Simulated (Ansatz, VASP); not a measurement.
**AlNi: VASP beside Ansatz**

The input INCAR:

```
PREC     = Accurate       # precision mode
ENCUT    = 520            # plane-wave cutoff, eV
EDIFF    = 1E-6           # SCF threshold, eV
ISMEAR   = 0              # smearing method
SIGMA    = 0.15           # smearing width, eV
LREAL    = F              # projectors in reciprocal space
LASPH    = T              # aspherical terms in the spheres
NELM     = 80             # most SCF steps
ALGO     = Fast           # electronic algorithm
ISIF     = 2              # what is computed and relaxed
LWAVE    = F              # write WAVECAR
LCHARG   = F              # write CHGCAR
GGA      = PE             # functional
NBANDS   = 28             # bands
```

The input KPOINTS:

```
regular mesh
0
Gamma
  20 20 7
```

File POSCAR:

```
AlNi
1.0
    0.0000000000     -2.8930835280      0.0000000000
    0.0000000000      0.0000000000     -2.8930835280
    8.6792505841      0.0000000000      0.0000000000
Al Ni
3 3
Direct
    0.0000000000      1.0000000000      0.0000000000
    0.0000000000      1.0000000000      0.3333333333
    0.0000000000      1.0000000000      0.6666666667
    0.5000000000      0.5000000000      0.1666666667
    0.5000000000      0.5000000000      0.5000000000
    0.5000000000      0.5000000000      0.8333333333
```

Input for Ansatz:

```yaml
crystal:
  lattice:
    - [0.0, -2.893083528, 0.0]
    - [0.0, 0.0, -2.893083528]
    - [8.6792505841, 0.0, 0.0]
  atoms:
    - { symbol: Al, position: [0.0, 1.0, 0.0] }
    - { symbol: Al, position: [0.0, 1.0, 0.3333333333] }
    - { symbol: Al, position: [0.0, 1.0, 0.6666666667] }
    - { symbol: Ni, position: [0.5, 0.5, 0.1666666667] }
    - { symbol: Ni, position: [0.5, 0.5, 0.5] }
    - { symbol: Ni, position: [0.5, 0.5, 0.8333333333] }
basis:
  ecutwfc: 420
kpoints:
  mp_grid: { grid: [20, 20, 7] }
hamiltonian:
  xc: pbe
scf:
  occupations: { method: gaussian, width: 0.15 }
output:
  forces: true
  stress: true
  eigenvalues: true
```

Alike in both runs: task single point; functional PBE; k mesh 20 × 20 × 7; occupations gaussian, width 0.15 eV; no spin polarisation.

|  | VASP | Ansatz |
| --- | --- | --- |
| version | VASP 6.6.1 | Ansatz 0.2.0 |
| potentials or method | VASP PAW PBE potentials, release 64 (Al, Ni), cutoff 520 eV | scalar-relativistic, plane waves, PAW |
| valence electrons in the cell | 39 | 63 |

```tsv
	VASP	Ansatz	Ansatz less VASP
gap on the k mesh at the Fermi level (eV)	none	none	-
pressure (GPa)	-0.2	0.0	+0.19
```

A gap of «none» marks a metal or a gap that the smearing closes. The functional is the same, so the differences come from potentials, cutoffs and numerics. VASP's potentials hold 39 valence electrons a cell and Ansatz's 63, so a difference there can come from the potentials and not from the codes.
